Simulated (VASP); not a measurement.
# Hf (P6_3/mmc) in VASP: further runs, part 2 of 2

VASP 6.6.1. The steps go on from the part before.

## Step 4: Relaxation of cell and atoms, LDA

INCAR

```
SYSTEM = Hf
PREC     = Accurate       ! precision mode
ENCUT    = 500            ! plane-wave cutoff, eV
EDIFF    = 1E-7           ! SCF threshold, eV
ISMEAR   = -1             ! smearing method
SIGMA    = 0.05           ! smearing width, eV
LREAL    = .False.        ! projectors in reciprocal space
LASPH    = .True.         ! aspherical terms in the spheres
NELM     = 120            ! most SCF steps
ALGO     = Normal         ! electronic algorithm
ISIF     = 3              ! what is computed and relaxed
LWAVE    = .False.        ! write WAVECAR
LCHARG   = .False.        ! write CHGCAR
IBRION   = 2              ! ionic algorithm
NSW      = 80             ! ionic steps
EDIFFG   = -0.02          ! ionic threshold
GGA_COMPAT= .False.      
NELMIN   = 4
```

KPOINTS

```
Automatic mesh
0
Gamma
  10 10 5
  0 0 0
```

POSCAR

```
Hf
1.0
    3.1967000000      0.0000000000      0.0000000000
   -1.5983500000      2.7684234083      0.0000000000
    0.0000000000      0.0000000000      5.0578000000
Hf
2
Direct
    0.6666666667      0.3333333333      0.7500000000
    0.3333333333      0.6666666667      0.2500000000
```

Potentials or basis: VASP PAW LDA potentials, release 64 (Hf_pv).

Launch:

```bash
$ cat potpaw_LDA.64/Hf_pv/POTCAR > POTCAR
$ mpirun -np 1 vasp_std > vasp.out
```

OUTCAR:

```text
SYSTEM = Hf
   PREC = Accurate
   ENCUT = 500
   EDIFF = 1E-7
   ISMEAR = -1
   LREAL = .False.
   LASPH = .True.
   NELM = 120
   ISIF = 3
   IBRION = 2
   NSW = 80
   EDIFFG = -0.02
   NELMIN = 4

 ion  position               nearest neighbor table
   1  0.667  0.333  0.750-   2 3.13   2 3.13   2 3.13   2 3.13   2 3.13   2 3.13
   2  0.333  0.667  0.250-   1 3.13   1 3.13   1 3.13   1 3.13   1 3.13   1 3.13

  LATTYP: Found a hexagonal cell.
 ALAT       =     3.1967000000
 C/A-ratio  =     1.5821941377

  Lattice vectors:

 A1 = (   3.1967000000,   0.0000000000,   0.0000000000)
 A2 = (  -1.5983500000,   2.7684234083,   0.0000000000)
 A3 = (   0.0000000000,   0.0000000000,   5.0578000000)

Analysis of symmetry for initial positions (statically):
=====================================================================
 Subroutine PRICEL returns:
 Original cell was already a primitive cell.

 Routine SETGRP: Setting up the symmetry group for a
 hexagonal supercell.

[... 177 lines left out ...]
  Total       -2.1375518     -2.1375518     -2.2681920      0.0000000      0.0000000      0.0000000
  in kB      -76.5122855    -76.5122855    -81.1884701      0.0000000      0.0000000      0.0000000
  external PRESSURE =     -78.0710137 kB  Pullay stress =       0.0000000 kB
[... 95 lines left out ...]
--------------------------------------- Ionic step        4  -------------------------------------------

 number of electron      19.9999998 magnetization

 Free energy of the ion-electron system (eV)
  ---------------------------------------------------
  ext. energy  EPLUGINS =         0.00000000
  ---------------------------------------------------
  free energy    TOTEN  =       -21.40112154 eV

  energy without entropy =      -21.39328653  energy(sigma->0) =      -21.39720403

 E-fermi :   5.2943     XC(G=0): -11.8039

 val. band max:        5.2725450525   @ k =   0.1000   0.0000   0.2000
 cond. band min:       5.3206419384   @ k =   0.0000   0.0000   0.4000
 fundamental gap:      0.0480968859
 Fermi energy:         5.2943143874

 k-point     1 :       0.0000    0.0000    0.0000
  band No.  band energies     occupation
      1     -25.6031      2.00000
      2     -24.6409      2.00000
      3     -24.6409      2.00000
      4     -24.4760      2.00000
      5     -24.4760      2.00000
      6     -24.4756      2.00000
      7      -2.2413      2.00000
      8       1.3794      2.00000
      9       6.4058      0.00000
     10       6.4317      0.00000
     11       6.4317      0.00000
     12       6.7538      0.00000
     13       7.3306      0.00000
     14       7.3306      0.00000
[... 377 lines left out ...]
      1     -25.4198      2.00000
      2     -25.2543      2.00000
      3     -25.0123      2.00000
      4     -24.8601      2.00000
      5     -24.7330      2.00000
      6     -24.6433      2.00000
      7       1.6882      2.00000
      8       2.6247      2.00000
      9       3.5533      2.00000
     10       4.1680      2.00000
     11       5.8881      0.00001
     12       6.5366      0.00000
     13       7.0425      0.00000
     14      10.3796      0.00000

 [... further k-points ...]
[... 5 lines left out ...]
  --------------------------------------------------------------------------------------
  -------------------------------------------------------------------------------------
  Total       -0.0111631     -0.0111631      0.0148677      0.0000000     -0.0000000      0.0000000
  in kB       -0.4297117     -0.4297117      0.5723174      0.0000000     -0.0000000      0.0000000
  external PRESSURE =      -0.0957020 kB  Pullay stress =       0.0000000 kB
[... 17 lines left out ...]
  FREE ENERGIE OF THE ION-ELECTRON SYSTEM (eV)
  ---------------------------------------------------
  free  energy   TOTEN  =       -21.4011215368 eV

  energy  without entropy=      -21.3932865261  energy(sigma->0) =      -21.39720403

 reached required accuracy - stopping structural energy minimisation
```

CONTCAR:

```text
Hf
   1.00000000000000
     3.1216789119076247    0.0000000000000000    0.0000000000000000
    -1.5608394559538123    2.7034532401908837   -0.0000000000000000
     0.0000000000000000    0.0000000000000000    4.9318476390538315
  Hf
     2
Direct
     0.6666666667000030    0.3333333332999970    0.7500000000000000
     0.3333333332999970    0.6666666667000030    0.2500000000000000

  0.00000000E+00  0.00000000E+00  0.00000000E+00
  0.00000000E+00  0.00000000E+00  0.00000000E+00
```

It took 75 s on 1 thread of Intel Xeon 8259CL, shared host; peak memory 0.16 GiB.

What came out:

* Free energy: -21.4011 eV
* Relaxed volume: 20.81 Å³/atom
* Relaxed cell: a = 3.122 Å, b = 3.122 Å, c = 4.932 Å, α = 90.00°, β = 90.00°, γ = 120.00°
* Space group after relaxing (to 0.05 Å): P6_3/mmc (No. 194)
* Energy gained by relaxing: 40.4 meV/atom
* Ionic steps: 4
* Pressure after relaxing: 0.0 GPa
* Band gap on the k mesh: zero (band 10 reaches 6.43 eV, above the bottom of band 11 at 4.96 eV)

Stress tensor (GPa, compression positive):
```
-0.04  0.00  0.00
 0.00 -0.04  0.00
 0.00  0.00  0.06
```

The path:
| step | energy change (eV) | largest force (eV/Å) | pressure (GPa) | volume (Å³) |
| --- | --- | --- | --- | --- |
| 1 | 0.0000 | 0.0000 | -7.81 | 44.76 |
| 2 | 0.0525 | 0.0000 | 12.81 | 38.06 |
| 3 | -0.0808 | 0.0000 | -0.20 | 41.68 |
| 4 | -0.0809 | 0.0000 | -0.01 | 41.62 |

Final structure:
```
Hf
1.0
     3.12168    0.00000    0.00000
    -1.56084    2.70345    0.00000
     0.00000    0.00000    4.93185
Hf
2
Cartesian
  1.5608 0.9012 3.6989
  0.0000 1.8023 1.2330
```

Levels at points of the mesh, in eV from the Fermi level:
```
           k point  band 7  band 8  band 9  band 10  band 11  band 12  band 13  band 14
(0.00, 0.00, 0.00)   -7.54   -3.91    1.11     1.14     1.14     1.46     2.04     2.04
(0.50, 0.00, 0.00)   -3.44   -3.02   -2.45    -0.55     0.70     0.99     1.82     6.30
```

Caveat: spin-orbit coupling is left out, which moves the levels of the heavy elements. Zero-point motion and thermal expansion aren't in these numbers.

## Step 5: Single point, PBE, non-collinear spin, zero start, spin-orbit coupling

INCAR

```
SYSTEM = Hf
PREC = Accurate
ENCUT = 500
EDIFF = 1E-6
ISMEAR = -1
SIGMA = 0.05
LREAL = .FALSE.
LASPH = .TRUE.
NELM = 200
ALGO = Normal
ISIF = 2
LWAVE = .FALSE.
LCHARG = .TRUE.
MAGMOM = 0 0 0 0 0 0
LORBIT = 11
LSORBIT = .TRUE.
GGA_COMPAT = .FALSE.
LORBMOM = .TRUE.
LMAXMIX = 4
GGA = PE
LVHAR = .TRUE.
NBANDS = 32
```

KPOINTS

```
regular mesh
0
G
  7 7 4
  0 0 0
```

POSCAR is that of step 4.

Potentials or basis: VASP PAW PBE potentials, release 64 (Hf_pv).

Launch:

```bash
$ cat potpaw_PBE.64/Hf_pv/POTCAR > POTCAR
$ mpirun -np 1 vasp_ncl > vasp.out
```

OUTCAR:

```text
SYSTEM = Hf
   PREC = Accurate
   ENCUT = 500
   EDIFF = 1E-6
   ISMEAR = -1
   LREAL = .FALSE.
   LASPH = .TRUE.
   NELM = 200
   ISIF = 2
   LORBIT = 11
   LSORBIT = .TRUE.
   GGA = PE

 ion  position               nearest neighbor table
   1  0.667  0.333  0.750-   2 3.13   2 3.13   2 3.13   2 3.13   2 3.13   2 3.13
   2  0.333  0.667  0.250-   1 3.13   1 3.13   1 3.13   1 3.13   1 3.13   1 3.13

  LATTYP: Found a hexagonal cell.
 ALAT       =     3.1967000000
 C/A-ratio  =     1.5821941377

  Lattice vectors:

 A1 = (   3.1967000000,   0.0000000000,   0.0000000000)
 A2 = (  -1.5983500000,   2.7684234083,   0.0000000000)
 A3 = (   0.0000000000,   0.0000000000,   5.0578000000)

Analysis of symmetry for initial positions (statically):
=====================================================================
 Subroutine PRICEL returns:
 Original cell was already a primitive cell.

 Routine SETGRP: Setting up the symmetry group for a
 hexagonal supercell.

 Subroutine GETGRP returns: Found 24 space group operations
 (whereof 12 operations were pure point group operations)
 out of a pool of 24 trial point group operations.

[... 1105 lines left out ...]
     0.0000000     0.0000000     0.0000000     0.0000000     0.0000000     0.0000000     0.0000000
     0.0000000     0.0000000     0.0000000     0.0000000     0.0000000     0.0000000     0.0000000
     0.0000000     0.0000000     0.0000000     0.0000000     0.0000000     0.0000000     0.0000000
     0.0000000     0.0000000     0.0000000     0.0000000     0.0000000     0.0000000     0.0000000
     0.0000000     0.0000000     0.0000000     0.0000000     0.0000000     0.0000000     0.0000000

 Ion:    2  E_soc:     -1.3544865
 l=   1
     0.0000000    -0.2174368    -0.2177354
    -0.2174368     0.0000000    -0.2174368
    -0.2177354    -0.2174368     0.0000000
 l=   2
     0.0000000    -0.0014159     0.0000000    -0.0014159    -0.0068722
    -0.0014159     0.0000000    -0.0052194    -0.0016597    -0.0014159
     0.0000000    -0.0052194     0.0000000    -0.0052194     0.0000000
    -0.0014159    -0.0016597    -0.0052194     0.0000000    -0.0014159
    -0.0068722    -0.0014159     0.0000000    -0.0014159     0.0000000
 l=   3
     0.0000000     0.0000000     0.0000000     0.0000000     0.0000000     0.0000000     0.0000000
     0.0000000     0.0000000     0.0000000     0.0000000     0.0000000     0.0000000     0.0000000
     0.0000000     0.0000000     0.0000000     0.0000000     0.0000000     0.0000000     0.0000000
     0.0000000     0.0000000     0.0000000     0.0000000     0.0000000     0.0000000     0.0000000
     0.0000000     0.0000000     0.0000000     0.0000000     0.0000000     0.0000000     0.0000000
     0.0000000     0.0000000     0.0000000     0.0000000     0.0000000     0.0000000     0.0000000
     0.0000000     0.0000000     0.0000000     0.0000000     0.0000000     0.0000000     0.0000000

 total charge

# of ion       s       p       d       tot
------------------------------------------
    1        0.393   6.443   1.549   8.385
    2        0.393   6.443   1.549   8.385
--------------------------------------------------
tot          0.785  12.885   3.099  16.769

 magnetization (x)

# of ion       s       p       d       tot
------------------------------------------
    1       -0.000  -0.000   0.000  -0.000
    2        0.000  -0.000   0.000  -0.000
--------------------------------------------------
tot         -0.000  -0.000   0.000  -0.000

 magnetization (y)

# of ion       s       p       d       tot
------------------------------------------
    1        0.000   0.000   0.000   0.000
    2        0.000   0.000   0.000   0.000
--------------------------------------------------
tot          0.000   0.000   0.000   0.000

 magnetization (z)

# of ion       s       p       d       tot
------------------------------------------
    1        0.000   0.000   0.000   0.000
    2        0.000   0.000   0.000   0.000
--------------------------------------------------
tot          0.000   0.000   0.000   0.000
```

OSZICAR:

```text
N       E                     dE             d eps       ncg     rms          rms(c)
DAV:   1     0.743361488675E+02    0.74336E+02   -0.10699E+04  1544   0.116E+03
DAV:   2    -0.179169715314E+02   -0.92253E+02   -0.88233E+02  1848   0.307E+02
DAV:   3    -0.219087328028E+02   -0.39918E+01   -0.38773E+01  2008   0.420E+01
DAV:   4    -0.219660676182E+02   -0.57335E-01   -0.57239E-01  1792   0.532E+00
DAV:   5    -0.219669961365E+02   -0.92852E-03   -0.92828E-03  1920   0.594E-01    0.752E+01
DAV:   6    -0.214190485760E+02    0.54795E+00   -0.51113E-01  1720   0.494E+00    0.440E+01
DAV:   7    -0.212309457402E+02    0.18810E+00   -0.41904E-01  1776   0.429E+00    0.222E+01
DAV:   8    -0.212272741655E+02    0.36716E-02   -0.65073E-02  1912   0.164E+00    0.157E+00
DAV:   9    -0.212218272420E+02    0.54469E-02   -0.24449E-02  1728   0.104E+00    0.417E-01
DAV:  10    -0.212218599135E+02   -0.32671E-04   -0.80230E-04  1960   0.199E-01    0.141E-01
DAV:  11    -0.212218477784E+02    0.12135E-04   -0.20560E-05  1784   0.352E-02    0.629E-02
DAV:  12    -0.212218498411E+02   -0.20627E-05   -0.86892E-06  1792   0.213E-02    0.865E-02
DAV:  13    -0.212218507949E+02   -0.95383E-06   -0.21311E-06  1728   0.996E-03
   1 F= -.21221851E+02 E0= -.21215599E+02  d E =-.125046E-01  mag=    -0.0000     0.0000     0.0000
```

stdout:

```text
POSCAR found type information on POSCAR Hf
 POSCAR found :  1 types and       2 ions
 scaLAPACK will be used
 LDA part: xc-table for (Slater+PW92), standard interpolation
 POSCAR, INCAR and KPOINTS ok, starting setup
 FFT: planning ... GRIDC
 FFT: planning ... GRID_SOFT
 FFT: planning ... GRID
 WAVECAR not read
 entering main loop
```

Run time: 91 s. Hardware: 1 thread of Intel Xeon 8259CL, shared host; peak memory 0.27 GiB.

Results:

| Quantity | Value |
| --- | --- |
| Free energy | -21.2219 eV |
| Pressure | 0.2 GPa |
| Net moment | 0.00 μB per cell |
| Valence electrons inside the program's atomic spheres | Hf 8.38 |

Moments on the atoms (μB; x, y, z):
```
Hf  0.00 0.00 0.00
Hf  0.00 0.00 0.00
```

## Step 6: Summary

```tsv
task	level	potentials or basis	spin	cell	k mesh	smearing	gap on the mesh (eV)	pressure (GPa)
single point	PBE	VASP PAW PBE potentials, release 64 (Hf_pv)	off	as given	10 × 10 × 5	gaussian 0.021 eV	none	0.2
single point	PBE	VASP PAW PBE potentials, release 64 (Hf_pv)	off	as given	10 × 10 × 5	gaussian 0.025 eV	none	0.2
relaxation of cell and atoms	LDA	VASP PAW LDA potentials, release 64 (Hf_pv)	off	relaxed	10 × 10 × 5	fermi-dirac 0.05 eV	none	0.0
single point	PBE	VASP PAW PBE potentials, release 64 (Hf_pv)	non-collinear, zero start, SOC	as given	7 × 7 × 4	fermi-dirac 0.05 eV	-	0.2
```

Alike in all rows: cutoff (eV) 500.

Caveats: spin-orbit coupling is left out, which moves the levels of the heavy elements (some runs).

Total energies depend on the potentials used, so only differences within one code and one set of settings carry meaning.
